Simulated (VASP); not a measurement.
# As (Cmmm) in VASP: notebook

The runs below take As through single point, relaxation of cell and atoms, with PBE.

All numbers are computed with VASP 6.6.1; they aren't measurements. Logs are shortened: lines on timing, memory, paths and dates and some standing lists are left out, and cuts for length are marked.

### Step 1. The cell of the first run

It takes space group Cmmm (No. 65, orthorhombic). Conventional cell: a = 3.017 Å, b = 4.728 Å, c = 2.136 Å, α = 90.00°, β = 90.00°, γ = 90.00°. As (site symmetry mmm) has 2 As at 2.14 Å within 2.8 Å.

### Step 2. Single point, PBE

INCAR reads:

```
SYSTEM = As
ALGO     = Normal         ! electronic algorithm
EDIFF    = 1E-6           ! SCF threshold, eV
ENCUT    = 520            ! plane-wave cutoff, eV
GGA      = PE             ! functional
ISIF     = 2              ! what is computed and relaxed
ISMEAR   = 0              ! smearing method
LASPH    = .TRUE.         ! aspherical terms in the spheres
LCHARG   = .FALSE.        ! write CHGCAR
LREAL    = .FALSE.        ! projectors in reciprocal space
LWAVE    = .FALSE.        ! write WAVECAR
NBANDS   = 8              ! bands
NELM     = 80             ! most SCF steps
PREC     = Accurate       ! precision mode
SIGMA    = 0.1            ! smearing width, eV
```

KPOINTS reads:

```
k-points
0
G
  6 6 8
  0 0 0
```

POSCAR reads:

```
As
1.0
    1.5083538500     -2.3638058200      0.0000000000
    1.5083538500      2.3638058200      0.0000000000
    0.0000000000      0.0000000000      2.1361491300
As
1
Direct
    0.5000000000      0.5000000000      0.0000000000
```

Potentials or basis: VASP PAW PBE potentials, release 64 (As).

The run is started by

```bash
$ cat potpaw_PBE.64/As/POTCAR > POTCAR
$ mpirun -np 1 vasp_std > vasp.out
```

OUTCAR:

```text
SYSTEM = As
   EDIFF = 1E-6
   ENCUT = 520
   GGA = PE
   ISIF = 2
   ISMEAR = 0
   LASPH = .TRUE.
   LREAL = .FALSE.
   NELM = 80
   PREC = Accurate

 ion  position               nearest neighbor table
   1  0.500  0.500  0.000-

  LATTYP: Found a base centered orthorhombic cell.
 ALAT       =     3.0167077000
 B/A-ratio  =     1.5671427630
 C/A-ratio  =     0.7081061019

  Lattice vectors:

 A1 = (   1.5083538500,  -2.3638058200,   0.0000000000)
 A2 = (   1.5083538500,   2.3638058200,   0.0000000000)
 A3 = (   0.0000000000,   0.0000000000,   2.1361491300)

Analysis of symmetry for initial positions (statically):
=====================================================================
 Subroutine PRICEL returns:
 Original cell was already a primitive cell.

 Routine SETGRP: Setting up the symmetry group for a
 base centered orthorhombic supercell.

 Subroutine GETGRP returns: Found  8 space group operations
 (whereof  8 operations were pure point group operations)
 out of a pool of  8 trial point group operations.

The static configuration has the point symmetry D_2h.

Analysis of symmetry for dynamics (positions and initial velocities):
=====================================================================
 Subroutine PRICEL returns:
 Original cell was already a primitive cell.

 Routine SETGRP: Setting up the symmetry group for a
 base centered orthorhombic supercell.

 Subroutine GETGRP returns: Found  8 space group operations
 (whereof  8 operations were pure point group operations)
 out of a pool of  8 trial point group operations.

The dynamic configuration has the point symmetry D_2h.

 Subroutine INISYM returns: Found  8 space group operations
 (whereof  8 operations are pure point group operations),
 and found     1 'primitive' translations

----------------------------------------------------------------------------------------

                                     Primitive cell

  volume of cell :      15.2327

  direct lattice vectors                    reciprocal lattice vectors
     1.508353850 -2.363805820  0.000000000     0.331487204 -0.211523297  0.000000000
     1.508353850  2.363805820  0.000000000     0.331487204  0.211523297  0.000000000
     0.000000000  0.000000000  2.136149130     0.000000000  0.000000000  0.468132110

  length of vectors
     2.804052298  2.804052298  2.136149130     0.393224963  0.393224963  0.468132110

  position of ions in fractional coordinates (direct lattice)
     0.500000000  0.500000000  0.000000000

  ion indices of the primitive-cell ions
   primitive index   ion index
                 1           1

----------------------------------------------------------------------------------------

 KPOINTS: k-points

Automatic generation of k-mesh.
 Grid dimensions read from file:
 generate k-points for:    6    6    8

 Generating k-lattice:

  Cartesian coordinates                     Fractional coordinates (reciprocal lattice)
     0.055247867 -0.035253883  0.000000000     0.166666667  0.000000000  0.000000000
     0.055247867  0.035253883  0.000000000     0.000000000  0.166666667  0.000000000
     0.000000000  0.000000000  0.058516514     0.000000000  0.000000000  0.125000000

  Length of vectors
     0.065537494  0.065537494  0.058516514

  Shift w.r.t. Gamma in fractional coordinates (k-lattice)
     0.000000000  0.000000000  0.000000000

 Subroutine IBZKPT returns following result:
 ===========================================

 Found     65 irreducible k-points:

 Following reciprocal coordinates:
            Coordinates               Weight
  0.000000  0.000000  0.000000      1.000000
  0.166667 -0.000000  0.000000      4.000000
  0.333333 -0.000000  0.000000      4.000000
  0.500000 -0.000000  0.000000      2.000000
  0.166667  0.166667  0.000000      2.000000
  0.333333  0.166667  0.000000      4.000000
[... 16 lines left out ...]
  0.333333  0.333333  0.125000      4.000000
  0.500000  0.333333  0.125000      8.000000
 [... further k-points ...]
   k-points           NKPTS =     65   k-points in BZ     NKDIM =     65   number of bands    NBANDS=      8
   number of dos      NEDOS =    301   number of ions     NIONS =      1
   total plane-waves  NPLWV =   9216
   dimension x,y,z NGX =    24 NGY =   24 NGZ =   16
   dimension x,y,z NGXF=    48 NGYF=   48 NGZF=   32
   ions per type =               1
   NGX,Y,Z   is equivalent  to a cutoff of  14.23, 14.23, 12.45 a.u.
   NGXF,Y,Z  is equivalent  to a cutoff of  28.46, 28.46, 24.90 a.u.
 SYSTEM =  As
   PREC   = accura    normal or accurate (medium, high low for compatibility)
   ISTART =      0    job   : 0-new  1-cont  2-samecut
   ICHARG =      2    charge: 1-file 2-atom 10-const
   ISPIN  =      1    spin polarized calculation?
   LNONCOLLINEAR =      F non collinear calculations
   LSORBIT =      F    spin-orbit coupling
   LASPH  =      T    aspherical Exc in radial PAW
   ENCUT  =  520.0 eV  38.22 Ry    6.18 a.u.   5.21  5.21  3.97*2*pi/ulx,y,z
   NELM   =     80;   NELMIN=  2; NELMDL= -5     # of ELM steps
   EDIFF  = 0.1E-05   stopping-criterion for ELM
   LREAL  =      F    real-space projection
   EDIFFG = 0.1E-04   stopping-criterion for IOM
   NSW    =      0    number of steps for IOM
   IBRION =     -1    ionic relax: 0-MD 1-quasi-New 2-CG
   NFREE  =      0    steps in history (QN), initial steepest desc. (CG)
   ISIF   =      2    stress and relaxation
   ISYM   =      2    0-nonsym 1-usesym 2-fastsym
   POTIM  = 0.5000    time-step for ionic-motion
   TEBEG  =    0.0;   TEEND  =   0.0 temperature during run
   PSTRESS=    0.0 pullay stress
   NELECT =       5.0000    total number of electrons
   NUPDOWN=      -1.0000    fix difference up-down
   EMIN   =  10.00;   EMAX   =-10.00  energy-range for DOS
   EFERMI =   0.00;   METHOD = LEGACY
   ISMEAR =     0;   SIGMA  =   0.10  broadening in eV -4-tet -1-fermi 0-gaus
   EFERMI_NEDOS =   21; number of points for ismear=-14 and -15
   IALGO  =     38    algorithm
   IMIX   =      4    mixing-type and parameters
     AMIX     =   0.40;   BMIX     =  1.00
     AMIX_MAG =   1.60;   BMIX_MAG =  1.00
  volume/ion in A,a.u.               =      15.23       102.80
  Fermi-wavevector in a.u.,A,eV,Ry     =   1.129291  2.134051 17.351493  1.275299
  Thomas-Fermi vector in A             =   2.265984
   LORBIT       =      0    0 simple, 1 ext, 2 COOP (PROOUT), +10 PAW based schemes
   GGA     = PE    functional components
   LHFCALC =     F    Hartree Fock is set to
   AEXX    =    0.0000 exact exchange contribution
   IVDW    =     0    specifies the selected vdW correction
   LEPSILON=     F    determine dielectric tensor
   LRPA    =     F    only Hartree local field effects (RPA)
 non-spin polarized calculation
 Gauss-broadening in eV      SIGMA  =   0.10
  energy-cutoff  :      520.00
  volume of cell :       15.23
 maximum number of plane-waves:       425
 NGX is ok and might be reduce to    24
   NGX = 11   NGY = 11   NGZ =  7

 number of electron       5.0000001 magnetization

 Free energy of the ion-electron system (eV)
  ---------------------------------------------------
  ext. energy  EPLUGINS =         0.00000000
  ---------------------------------------------------
  free energy    TOTEN  =        -3.14329617 eV

  energy without entropy =       -3.14111025  energy(sigma->0) =       -3.14220321

 E-fermi :   9.0921     XC(G=0): -11.6324

 val. band max:        9.0045736189   @ k =   0.3333   0.3333   0.5000
 cond. band min:       9.1080469084   @ k =  -0.3333   0.3333   0.3750
 fundamental gap:      0.1034732896
 Fermi energy:         9.0920831918

 k-point     1 :       0.0000    0.0000    0.0000
  band No.  band energies     occupation
      1      -8.6593      2.00000
      2      11.3400      0.00000
      3      12.4472      0.00000
      4      17.1245      0.00000
      5      18.5508      0.00000
      6      21.7186      0.00000
      7      22.5749      0.00000
      8      23.1809      0.00000

 k-point     2 :       0.1667   -0.0000    0.0000
  band No.  band energies     occupation
      1      -8.0910      2.00000
      2       7.6989      2.00000
      3      11.2179      0.00000
      4      17.1711      0.00000
      5      20.7235      0.00000
      6      22.9439      0.00000
      7      23.0841      0.00000
      8      27.8327      0.00000

 k-point     3 :       0.3333   -0.0000    0.0000
  band No.  band energies     occupation
      1      -6.5193      2.00000
      2       2.7919      2.00000
      3      10.0185      0.00000
      4      15.3442      0.00000
      5      24.3873      0.00000
      6      24.9518      0.00000
      7      27.8793      0.00000
      8      31.6286      0.00000

 k-point     4 :       0.5000   -0.0000    0.0000
  band No.  band energies     occupation
      1      -5.1488      2.00000
      2       0.2399      2.00000
      3       9.5615      0.00000
      4      14.6713      0.00000
      5      25.3244      0.00000
      6      28.4623      0.00000
      7      31.1968      0.00000
      8      32.4263      0.00000

 k-point     5 :       0.1667    0.1667    0.0000
  band No.  band energies     occupation
      1      -7.1047      2.00000
      2       5.3036      2.00000
      3       7.3934      2.00000
      4      20.4224      0.00000
      5      21.9369      0.00000
      6      23.9247      0.00000
      7      26.8471      0.00000
      8      30.3562      0.00000
[... 177 lines left out ...]
 k-point    22 :      -0.1667    0.1667    0.1250
  band No.  band energies     occupation
      1      -7.4721      2.00000
      2       9.2160      0.07962
      3      10.3606      0.00000
      4      16.4195      0.00000
      5      17.7457      0.00000
      6      21.8596      0.00000
      7      22.8544      0.00000
      8      31.0094      0.00000

 k-point    23 :       0.3333    0.3333    0.1250
  band No.  band energies     occupation
      1      -3.6837      2.00000
      2       2.8206      2.00000
      3       2.9814      2.00000
      4      20.4137      0.00000
      5      22.8800      0.00000
      6      26.3420      0.00000
      7      27.8356      0.00000
      8      27.9030      0.00000

 k-point    24 :       0.5000    0.3333    0.1250
  band No.  band energies     occupation
      1      -4.1461      2.00000
      2       2.2049      2.00000
      3       5.6458      2.00000
      4      16.7563      0.00000
      5      20.5868      0.00000
      6      26.7964      0.00000
      7      27.7486      0.00000
      8      30.4528      0.00000

 [... further k-points ...]
[... 5 lines left out ...]
  --------------------------------------------------------------------------------------
  -------------------------------------------------------------------------------------
  Total        1.5400151      2.2160732     13.5943140      0.0000000      0.0000000      0.0000000
  in kB      161.9790967    233.0870165   1429.8526341      0.0000000      0.0000000      0.0000000
  external PRESSURE =     608.3062491 kB  Pullay stress =       0.0000000 kB

 VOLUME and BASIS-vectors are now :
 -----------------------------------------------------------------------------
  energy-cutoff  :      520.00
  volume of cell :       15.23
      direct lattice vectors                 reciprocal lattice vectors
     1.508353850 -2.363805820  0.000000000     0.331487204 -0.211523297  0.000000000
     1.508353850  2.363805820  0.000000000     0.331487204  0.211523297  0.000000000
     0.000000000  0.000000000  2.136149130     0.000000000  0.000000000  0.468132110

 POSITION                                       TOTAL-FORCE (eV/Angst)
 -----------------------------------------------------------------------------------
      1.50835      0.00000      0.00000         0.000000      0.000000      0.000000
 -----------------------------------------------------------------------------------
    total drift:                               -0.000000     -0.000000     -0.000000

  FREE ENERGIE OF THE ION-ELECTRON SYSTEM (eV)
  ---------------------------------------------------
  free  energy   TOTEN  =        -3.1432961698 eV

  energy  without entropy=       -3.1411102547  energy(sigma->0) =       -3.14220321
```

It took 5.1 s on 1 thread of Intel Xeon 6975P-C, shared host; peak memory 0.13 GiB.

Results:

- Free energy: -3.1433 eV
- Pressure: 60.8 GPa

Stress tensor (GPa, compression positive):
```
 16.20   0.00   0.00
  0.00  23.31   0.00
  0.00   0.00 142.99
```

Caveat: the k points lie up to 0.41 Å⁻¹ apart.

### Step 3. Relaxation of cell and atoms, PBE

INCAR reads:

```
SYSTEM = As
PREC = Accurate ; ENCUT = 600
EDIFF = 1E-6 ; ISMEAR = 0
SIGMA = 0.1 ; LREAL = .FALSE.
LASPH = .TRUE. ; NELM = 80
ALGO = Normal ; ISIF = 3
LWAVE = .FALSE. ; LCHARG = .FALSE.
GGA = PE ; IBRION = 2
NSW = 90 ; EDIFFG = -0.04
```

KPOINTS reads:

```
regular mesh
0
G
  6 6 8
  0 0 0
```

POSCAR is that of step 2.

Potentials or basis: VASP PAW PBE potentials, release 64 (As).

The run is started by

```bash
$ cat potpaw_PBE.64/As/POTCAR > POTCAR
$ mpirun -np 1 vasp_std > vasp.out
```

It took 25 s on 1 thread of Intel Xeon 6975P-C, shared host; peak memory 0.14 GiB.

Results (log left out):

| Quantity | Value |
| --- | --- |
| Free energy | -4.4027 eV |
| Relaxed volume | 19.85 Å³/atom |
| Relaxed cell | a = 2.923 Å, b = 2.923 Å, c = 2.714 Å, α = 90.00°, β = 90.00°, γ = 121.18° |
| Space group after relaxing (to 0.05 Å) | Cmmm (No. 65) |
| Energy gained by relaxing | 1259.3 meV/atom |
| Ionic steps | 13 |
| Pressure after relaxing | 0.1 GPa |

Stress tensor (GPa, compression positive):
```
0.05 0.00 0.00
0.00 0.09 0.00
0.00 0.00 0.17
```

The path:
| step | energy change (eV) | largest force (eV/Å) | pressure (GPa) | volume (Å³) |
| --- | --- | --- | --- | --- |
| 1 | 0.0000 | 0.0000 | 60.83 | 15.23 |
| 2 | -0.6110 | 0.0000 | -10.67 | 29.99 |
| 3 | -1.2341 | 0.0000 | -3.00 | 21.00 |
| 4 | -1.2346 | 0.0000 | -2.56 | 20.87 |
| 5 | -1.2345 | 0.0000 | -2.10 | 20.75 |
| 6 | -1.2473 | 0.0000 | 0.57 | 19.94 |
| 7 | -1.2476 | 0.0000 | 0.13 | 20.06 |
| 8 | -1.2520 | 0.0000 | -0.14 | 19.99 |
| 9 | -1.2561 | 0.0000 | 0.42 | 19.77 |
| 10 | -1.2588 | 0.0000 | 0.34 | 19.79 |
| 11 | -1.2592 | 0.0000 | 0.32 | 19.79 |
| 12 | -1.2593 | 0.0000 | 0.32 | 19.79 |
| 13 | -1.2593 | 0.0000 | 0.10 | 19.85 |

Final structure:
```
As
1.0
     1.43568   -2.54666    0.00000
     1.43568    2.54666    0.00000
     0.00000    0.00000    2.71406
As
1
Direct
  0.50000 0.50000 0.00000
```

Levels at points of the mesh, in eV from the Fermi level:
```tsv
k point	band 1	band 2	band 3	band 4	band 5
(0.00, 0.00, 0.00)	-14.81	4.19	4.87	5.24	8.61
(0.50, 0.00, 0.00)	-10.81	-6.49	1.63	6.53	7.05
(0.50, 0.50, 0.00)	-11.06	-6.54	2.16	6.87	7.01
(0.00, 0.00, 0.50)	-11.72	-6.80	7.00	7.36	14.71
(0.50, 0.00, 0.50)	-7.51	-3.88	-3.45	2.99	3.90
(0.50, 0.50, 0.50)	-7.78	-3.90	-3.63	2.89	4.43
```

Caveat: the k points lie up to 0.42 Å⁻¹ apart in the final cell; the volume moved by over 15 % at a fixed basis, so the end points are rough.
